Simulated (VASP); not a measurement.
# Y (P6_3/mmc) in VASP: notebook

Runs on Y. Level: r2SCAN. Tasks: single point.

Program: VASP 6.6.1. These are calculated values, not measurements. Logs are shortened: lines on timing, memory, paths and dates and some standing lists are left out, and cuts for length are marked.

## (1) The cell of the first run

It takes space group P6_3/mmc (No. 194, hexagonal). Conventional cell: a = 3.767 Å, b = 3.767 Å, c = 5.542 Å, α = 90.00°, β = 90.00°, γ = 120.00°. Y (site symmetry -6m2) has 12 Y at 3.52 to 3.77 Å within 4.6 Å.

## (2) Single point, r2SCAN

The input, POSCAR:

```
Y
1.0
    3.7670009976      0.0000000000      0.0000000000
   -1.8835004988      3.2623185600      0.0000000000
    0.0000000000      0.0000000000      5.5421582424
Y
2
Direct
    0.3333333333      0.6666666667      0.2500000000
    0.6666666667      0.3333333333      0.7500000000
```

The input, INCAR.step1:

```
SYSTEM = Y
PREC = Accurate
ENCUT = 520
ISMEAR = 0
SIGMA = 0.1
LREAL = .FALSE.
LASPH = .TRUE.
NELM = 60
NBANDS = 18
GGA = PE
ALGO = Normal
EDIFF = 1E-4
LWAVE = .TRUE.
LCHARG = .FALSE.
```

The input, INCAR.step2:

```
SYSTEM = Y
PREC = Accurate
ENCUT = 520
EDIFF = 1E-6
ISMEAR = 0
SIGMA = 0.1
LREAL = .FALSE.
LASPH = .TRUE.
NELM = 60
ALGO = Normal
ISIF = 2
LWAVE = .FALSE.
LCHARG = .FALSE.
METAGGA = R2SCAN
LMIXTAU = .TRUE.
NBANDS = 18
ISTART = 1
```

The input, KPOINTS:

```
Automatic mesh
0
G
  9 9 6
  0 0 0
```

Potentials or basis: VASP PAW PBE potentials, release 64 (Y_sv).

Command:

```bash
$ cat potpaw_PBE.64/Y_sv/POTCAR > POTCAR
$ cp INCAR.step1 INCAR
$ mpirun -np 1 vasp_std > vasp.out
$ cp INCAR.step2 INCAR
$ mpirun -np 1 vasp_std > vasp.out
```

OUTCAR:

```text
SYSTEM = Y
   PREC = Accurate
   ENCUT = 520
   EDIFF = 1E-6
   ISMEAR = 0
   LREAL = .FALSE.
   LASPH = .TRUE.
   NELM = 60
   ISIF = 2
   METAGGA = R2SCAN
   ISTART = 1

 ion  position               nearest neighbor table
   1  0.333  0.667  0.250-   2 3.52   2 3.52   2 3.52   2 3.52   2 3.52   2 3.52
   2  0.667  0.333  0.750-   1 3.52   1 3.52   1 3.52   1 3.52   1 3.52   1 3.52

  LATTYP: Found a hexagonal cell.
 ALAT       =     3.7670009976
 C/A-ratio  =     1.4712388571

  Lattice vectors:

 A1 = (   3.7670009976,   0.0000000000,   0.0000000000)
 A2 = (  -1.8835004988,   3.2623185600,   0.0000000000)
 A3 = (   0.0000000000,   0.0000000000,   5.5421582424)

Analysis of symmetry for initial positions (statically):
=====================================================================
 Subroutine PRICEL returns:
 Original cell was already a primitive cell.

 Routine SETGRP: Setting up the symmetry group for a
 hexagonal supercell.

 Subroutine GETGRP returns: Found 24 space group operations
 (whereof 12 operations were pure point group operations)
 out of a pool of 24 trial point group operations.

The static configuration has the point symmetry D_3d.
 The point group associated with its full space group is D_6h.

Analysis of symmetry for dynamics (positions and initial velocities):
=====================================================================
 Subroutine PRICEL returns:
 Original cell was already a primitive cell.

 Routine SETGRP: Setting up the symmetry group for a
 hexagonal supercell.

 Subroutine GETGRP returns: Found 24 space group operations
 (whereof 12 operations were pure point group operations)
 out of a pool of 24 trial point group operations.

The dynamic configuration has the point symmetry D_3d.
 The point group associated with its full space group is D_6h.

 Subroutine INISYM returns: Found 24 space group operations
 (whereof 12 operations are pure point group operations),
 and found     1 'primitive' translations

----------------------------------------------------------------------------------------

                                     Primitive cell

  volume of cell :      68.1085

  direct lattice vectors                    reciprocal lattice vectors
     3.767000998  0.000000000  0.000000000     0.265463163  0.153265229  0.000000000
    -1.883500499  3.262318560  0.000000000     0.000000000  0.306530457  0.000000000
     0.000000000  0.000000000  5.542158242     0.000000000  0.000000000  0.180435122

  length of vectors
     3.767000998  3.767000998  5.542158242     0.306530457  0.306530457  0.180435122

  position of ions in fractional coordinates (direct lattice)
     0.333333333  0.666666667  0.250000000
     0.666666667  0.333333333  0.750000000

  ion indices of the primitive-cell ions
   primitive index   ion index
                 1           1
                 2           2

----------------------------------------------------------------------------------------

 KPOINTS: Automatic mesh

Automatic generation of k-mesh.
 Grid dimensions read from file:
 generate k-points for:    9    9    6

 Generating k-lattice:

  Cartesian coordinates                     Fractional coordinates (reciprocal lattice)
     0.029495907  0.017029470  0.000000000     0.111111111 -0.000000000  0.000000000
     0.000000000  0.034058940  0.000000000     0.000000000  0.111111111  0.000000000
     0.000000000  0.000000000  0.030072520     0.000000000  0.000000000  0.166666667

  Length of vectors
     0.034058940  0.034058940  0.030072520

  Shift w.r.t. Gamma in fractional coordinates (k-lattice)
     0.000000000  0.000000000  0.000000000

 Subroutine IBZKPT returns following result:
 ===========================================

 Found     48 irreducible k-points:

 Following reciprocal coordinates:
            Coordinates               Weight
  0.000000  0.000000  0.000000      1.000000
  0.111111  0.000000  0.000000      6.000000
  0.222222  0.000000  0.000000      6.000000
  0.333333  0.000000  0.000000      6.000000
  0.444444  0.000000  0.000000      6.000000
  0.111111  0.111111  0.000000      6.000000
[... 16 lines left out ...]
  0.333333  0.222222  0.166667     24.000000
  0.333333  0.333333  0.166667      4.000000
 [... further k-points ...]
   k-points           NKPTS =     48   k-points in BZ     NKDIM =     48   number of bands    NBANDS=     18
   number of dos      NEDOS =    301   number of ions     NIONS =      2
   total plane-waves  NPLWV =  32928
   dimension x,y,z NGX =    28 NGY =   28 NGZ =   42
   dimension x,y,z NGXF=    56 NGYF=   56 NGZF=   84
   ions per type =               2
   NGX,Y,Z   is equivalent  to a cutoff of  12.36, 12.36, 12.60 a.u.
   NGXF,Y,Z  is equivalent  to a cutoff of  24.71, 24.71, 25.20 a.u.
 SYSTEM =  Y
   PREC   = accura    normal or accurate (medium, high low for compatibility)
   ISTART =      1    job   : 0-new  1-cont  2-samecut
   ICHARG =      0    charge: 1-file 2-atom 10-const
   ISPIN  =      1    spin polarized calculation?
   LNONCOLLINEAR =      F non collinear calculations
   LSORBIT =      F    spin-orbit coupling
   LASPH  =      T    aspherical Exc in radial PAW
   ENCUT  =  520.0 eV  38.22 Ry    6.18 a.u.   7.00  7.00 10.30*2*pi/ulx,y,z
   NELM   =     60;   NELMIN=  2; NELMDL=  0     # of ELM steps
   EDIFF  = 0.1E-05   stopping-criterion for ELM
   LREAL  =      F    real-space projection
   EDIFFG = 0.1E-04   stopping-criterion for IOM
   NSW    =      0    number of steps for IOM
   IBRION =     -1    ionic relax: 0-MD 1-quasi-New 2-CG
   NFREE  =      0    steps in history (QN), initial steepest desc. (CG)
   ISIF   =      2    stress and relaxation
   ISYM   =      2    0-nonsym 1-usesym 2-fastsym
   POTIM  = 0.5000    time-step for ionic-motion
   TEBEG  =    0.0;   TEEND  =   0.0 temperature during run
   PSTRESS=    0.0 pullay stress
   NELECT =      22.0000    total number of electrons
   NUPDOWN=      -1.0000    fix difference up-down
   EMIN   =  10.00;   EMAX   =-10.00  energy-range for DOS
   EFERMI =   0.00;   METHOD = LEGACY
   ISMEAR =     0;   SIGMA  =   0.10  broadening in eV -4-tet -1-fermi 0-gaus
   EFERMI_NEDOS =   21; number of points for ismear=-14 and -15
   IALGO  =     38    algorithm
   IMIX   =      4    mixing-type and parameters
     AMIX     =   0.40;   BMIX     =  1.00
     AMIX_MAG =   1.60;   BMIX_MAG =  1.00
  volume/ion in A,a.u.               =      34.05       229.81
  Fermi-wavevector in a.u.,A,eV,Ry     =   1.123265  2.122662 17.166787  1.261723
  Thomas-Fermi vector in A             =   2.259930
   LORBIT       =      0    0 simple, 1 ext, 2 COOP (PROOUT), +10 PAW based schemes
   METAGGA = R2SCAN    functional components
   LHFCALC =     F    Hartree Fock is set to
   AEXX    =    0.0000 exact exchange contribution
   IVDW    =     0    specifies the selected vdW correction
   LEPSILON=     F    determine dielectric tensor
   LRPA    =     F    only Hartree local field effects (RPA)
 non-spin polarized calculation
 Gauss-broadening in eV      SIGMA  =   0.10
  energy-cutoff  :      520.00
  volume of cell :       68.11
 maximum number of plane-waves:      1858
 NGX is ok and might be reduce to    28
   NGX = 13   NGY = 13   NGZ = 21

 number of electron      22.0000001 magnetization

 Free energy of the ion-electron system (eV)
  ---------------------------------------------------
  ext. energy  EPLUGINS =         0.00000000
  ---------------------------------------------------
  free energy    TOTEN  =       -40.53074716 eV

  energy without entropy =      -40.51597311  energy(sigma->0) =      -40.52336013

 E-fermi :   2.8359     XC(G=0):  -9.9163

 val. band max:        2.8331966343   @ k =   0.3333   0.2222   0.3333
 cond. band min:       2.8925862846   @ k =   0.4444   0.0000   0.3333
 fundamental gap:      0.0593896503
 Fermi energy:         2.8358643211

 k-point     1 :       0.0000    0.0000    0.0000
  band No.  band energies     occupation
      1     -41.4284      2.00000
      2     -41.3423      2.00000
      3     -21.0683      2.00000
      4     -20.6098      2.00000
      5     -20.6098      2.00000
      6     -20.4984      2.00000
[... 10 lines left out ...]
     17       5.5679      0.00000
     18       5.5679      0.00000

 k-point     2 :       0.1111    0.0000    0.0000
  band No.  band energies     occupation
      1     -41.4232      2.00000
      2     -41.3417      2.00000
      3     -21.0475      2.00000
      4     -20.6424      2.00000
      5     -20.6229      2.00000
      6     -20.5335      2.00000
[... 10 lines left out ...]
     17       5.6660      0.00000
     18       5.9222      0.00000

 k-point     3 :       0.2222    0.0000    0.0000
  band No.  band energies     occupation
      1     -41.4093      2.00000
      2     -41.3409      2.00000
      3     -20.9898      2.00000
      4     -20.7261      2.00000
      5     -20.6540      2.00000
      6     -20.6191      2.00000
[... 10 lines left out ...]
     17       6.2575      0.00000
     18       6.5072      0.00000

 k-point     4 :       0.3333    0.0000    0.0000
  band No.  band energies     occupation
      1     -41.3915      2.00000
      2     -41.3420      2.00000
      3     -20.9094      2.00000
      4     -20.8231      2.00000
      5     -20.7107      2.00000
      6     -20.6873      2.00000
[... 375 lines left out ...]
      4     -20.8253      2.00000
      5     -20.7169      2.00000
      6     -20.7114      2.00000
[... 10 lines left out ...]
     17       7.4512      0.00000
     18       7.6896      0.00000

 k-point    23 :       0.3333    0.2222    0.1667
  band No.  band energies     occupation
      1     -41.3673      2.00000
      2     -41.3505      2.00000
      3     -20.8966      2.00000
      4     -20.8384      2.00000
      5     -20.7792      2.00000
      6     -20.6807      2.00000
[... 10 lines left out ...]
     17       7.7951      0.00000
     18       8.1900      0.00000

 k-point    24 :       0.3333    0.3333    0.1667
  band No.  band energies     occupation
      1     -41.3574      2.00000
      2     -41.3574      2.00000
      3     -20.8479      2.00000
      4     -20.8388      2.00000
      5     -20.8388      2.00000
      6     -20.6469      2.00000
[... 10 lines left out ...]
     17       7.7076      0.00000
     18       7.7076      0.00000

 [... further k-points ...]

------------------------ aborting loop because EDIFF is reached ----------------------------------------

  FORCE on cell =-STRESS in cart. coord.  units (eV):
  Direction    XX          YY          ZZ          XY          YZ          ZX
  --------------------------------------------------------------------------------------
  -------------------------------------------------------------------------------------
  Total       -0.7908574     -0.7908574      0.5103697      0.0000000      0.0000000     -0.0000000
  in kB      -18.6040606    -18.6040606     12.0058917      0.0000000      0.0000000     -0.0000000
  external PRESSURE =      -8.4007431 kB  Pullay stress =       0.0000000 kB

 VOLUME and BASIS-vectors are now :
 -----------------------------------------------------------------------------
  energy-cutoff  :      520.00
  volume of cell :       68.11
      direct lattice vectors                 reciprocal lattice vectors
     3.767000998  0.000000000  0.000000000     0.265463163  0.153265229  0.000000000
    -1.883500499  3.262318560  0.000000000     0.000000000  0.306530457  0.000000000
     0.000000000  0.000000000  5.542158242     0.000000000  0.000000000  0.180435122

 POSITION                                       TOTAL-FORCE (eV/Angst)
 -----------------------------------------------------------------------------------
     -0.00000      2.17488      1.38554         0.000000      0.000000      0.000000
      1.88350      1.08744      4.15662        -0.000000     -0.000000      0.000000
 -----------------------------------------------------------------------------------
    total drift:                               -0.000000      0.000000     -0.000000

  FREE ENERGIE OF THE ION-ELECTRON SYSTEM (eV)
  ---------------------------------------------------
  free  energy   TOTEN  =       -40.5307471597 eV

  energy  without entropy=      -40.5159731103  energy(sigma->0) =      -40.52336013
```

Run time: 8.1 min. Hardware: 1 thread of AMD EPYC 7R13, shared host; peak memory 0.19 GiB.

What came out:

- Free energy: -40.5307 eV
- Pressure: -0.8 GPa
- Band gap on the k mesh: zero (bands 11 and 12 overlap by 1.95 eV)

Caveat: the PAW data sets were made with another functional, which shifts forces and pressure a little.

## (3) Single point, r2SCAN

This run uses another cell than the first one, of 34.59 Å³/atom.

POSCAR, as its differences from that of step 2:

```diff
@@ -4,3 +4,3 @@
    -1.8835004988      3.2623185600      0.0000000000
-    0.0000000000      0.0000000000      5.5421582424
+    0.0000000000      0.0000000000      5.6285976507
 Y
```

The input, INCAR.step1:

```
SYSTEM = Y
PREC = Accurate
ENCUT = 520
ISMEAR = 0
SIGMA = 0.1
LREAL = .False.
LASPH = .True.
NELM = 80
NBANDS = 18
GGA = PE
ALGO = Normal
EDIFF = 1E-4
LWAVE = .True.
LCHARG = .False.
```

The input, INCAR.step2:

```
SYSTEM = Y
PREC = Accurate
ENCUT = 520
EDIFF = 1E-6
ISMEAR = 0
SIGMA = 0.1
LREAL = .False.
LASPH = .True.
NELM = 80
ALGO = Normal
ISIF = 2
LWAVE = .False.
LCHARG = .True.
METAGGA = R2SCAN
LMIXTAU = .True.
LELF = .True.
LVHAR = .True.
NBANDS = 18
ISTART = 1
```

The input, KPOINTS:

```
regular mesh
0
Gamma
  9 9 6
  0 0 0
```

Potentials or basis: VASP PAW PBE potentials, release 64 (Y_sv).

Command:

```bash
$ cat potpaw_PBE.64/Y_sv/POTCAR > POTCAR
$ cp INCAR.step1 INCAR
$ mpirun -np 1 vasp_std > vasp.out
$ cp INCAR.step2 INCAR
$ mpirun -np 1 vasp_std > vasp.out
```

It took 8 min on 1 thread of AMD EPYC 7R13, shared host; peak memory 0.19 GiB.

Results (log left out):

| Item | Value |
| --- | --- |
| Free energy | -40.5351 eV |
| Pressure | -1.4 GPa |
| Band gap on the k mesh | zero (bands 11 and 12 overlap by 1.85 eV) |

Stress tensor (GPa, compression positive):
```
-2.10  0.00  0.00
 0.00 -2.10  0.00
 0.00  0.00  0.03
```

Levels at points of the mesh, in eV from the Fermi level:
| k point | band 8 | band 9 | band 10 | band 11 | band 12 | band 13 | band 14 | band 15 |
| --- | --- | --- | --- | --- | --- | --- | --- | --- |
| (0.00, 0.00, 0.00) | -23.34 | -4.81 | -1.73 | 0.95 | 1.87 | 1.87 | 2.59 | 2.59 |
| (0.00, 0.00, 0.50) | -23.43 | -3.28 | -3.28 | 1.25 | 1.25 | 1.73 | 1.73 | 1.73 |

Caveat: the PAW data sets were made with another functional, which shifts forces and pressure a little.
